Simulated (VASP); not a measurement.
Input of a VASP 6.6.1 run:

The input POSCAR:

```
CdSe
1.0
    0.0000000000      3.0753201517      3.0753201517
    3.0753201517      0.0000000000      3.0753201517
    3.0753201517      3.0753201517      0.0000000000
Cd Se
1 1
Direct
    0.0000000000      0.0000000000      0.0000000000
    0.7500000000      0.7500000000      0.7500000000
```

INCAR.step1

```
SYSTEM = CdSe
PREC = Accurate
ENCUT = 520
EDIFF = 1E-5
ISMEAR = -1
SIGMA = 0.02
LREAL = .FALSE.
LASPH = .TRUE.
NELM = 80
ALGO = Normal
ISIF = 2
LWAVE = .TRUE.
LCHARG = .FALSE.
NBANDS = 16
GGA = PE
```

INCAR.step2

```
SYSTEM = CdSe
PREC = Accurate
ENCUT = 520
EDIFF = 1E-7
ISMEAR = -1
SIGMA = 0.02
LREAL = .FALSE.
LASPH = .TRUE.
NELM = 80
ALGO = Normal
ISIF = 2
LWAVE = .FALSE.
LCHARG = .FALSE.
GGA = PE
LHFCALC = .TRUE.
HFSCREEN = 0.2079
PRECFOCK = Normal
NBANDS = 16
ISTART = 1
```

The input KPOINTS:

```
Automatic mesh
0
G
  4 4 4
  0 0 0
```

Potentials or basis: VASP PAW PBE potentials, release 64 (Cd, Se).

Command:

```sh
$ cat potpaw_PBE.64/Cd/POTCAR potpaw_PBE.64/Se/POTCAR > POTCAR
$ cp INCAR.step1 INCAR
$ mpirun -np 1 vasp_std > vasp.out
$ cp INCAR.step2 INCAR
$ mpirun -np 1 vasp_std > vasp.out
```

**Question.** What does it give for the band gap on the k mesh?

**Answer.** 1.48 eV, direct.

**Question.** Estimate the pressure.

**Answer.** 0.2 GPa.

Caveat: the k points lie up to 0.44 Å⁻¹ apart; the PAW data sets were made with another functional, which shifts forces and pressure a little.
